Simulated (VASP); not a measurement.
A run of VASP 6.6.1:

File POSCAR:

```
SnO
1.0
    3.8153382063      0.0000000000      0.0000000000
    0.0000000000      3.8153382063      0.0000000000
    0.0000000000      0.0000000000      4.9240454537
Sn O
2 2
Direct
    0.0000000000      0.5000000000      0.2335276851
    0.5000000000      0.0000000000      0.7664723149
    0.0000000000      0.0000000000      0.0000000000
    0.5000000000      0.5000000000      0.0000000000
```

Contents of INCAR.step1:

```
SYSTEM = SnO
  PREC = Accurate
  ENCUT = 600
  ISMEAR = 0
  SIGMA = 0.05
  LREAL = .False.
  LASPH = .True.
  NELM = 60
  GGA = PE
  ALGO = Normal
  EDIFF = 1E-4
  LWAVE = .True.
  LCHARG = .False.
  KPAR = 4
```

File INCAR.step2:

```
SYSTEM = SnO
  PREC = Accurate
  ENCUT = 600
  EDIFF = 1E-6
  ISMEAR = 0
  SIGMA = 0.05
  LREAL = .False.
  LASPH = .True.
  NELM = 60
  ALGO = Normal
  ISIF = 4
  LWAVE = .False.
  LCHARG = .False.
  METAGGA = R2SCAN
  LMIXTAU = .True.
  IBRION = 2
  NSW = 60
  EDIFFG = -0.01
  ISTART = 1
  KPAR = 4
```

The input KPOINTS:

```
regular mesh
0
Gamma
  10 10 8
  0 0 0
```

Potentials or basis: VASP PAW PBE potentials, release 64 (Sn_d, O).

The run is started by

```console
$ cat potpaw_PBE.64/Sn_d/POTCAR potpaw_PBE.64/O/POTCAR > POTCAR
$ cp INCAR.step1 INCAR
$ mpirun -np 4 vasp_std > vasp.out
$ cp INCAR.step2 INCAR
$ mpirun -np 4 vasp_std > vasp.out
```

Hardware: 4 MPI ranks on Oxide Virtual Turin-like Processor, with other jobs on the host.

**Question.** Estimate the wall time of this run.

**Answer.** Run time: 7.6 min on 4 MPI ranks on Oxide Virtual Turin-like Processor (shared host), peak memory 0.31 GiB a rank. Counts: k points 105, ion steps 2.
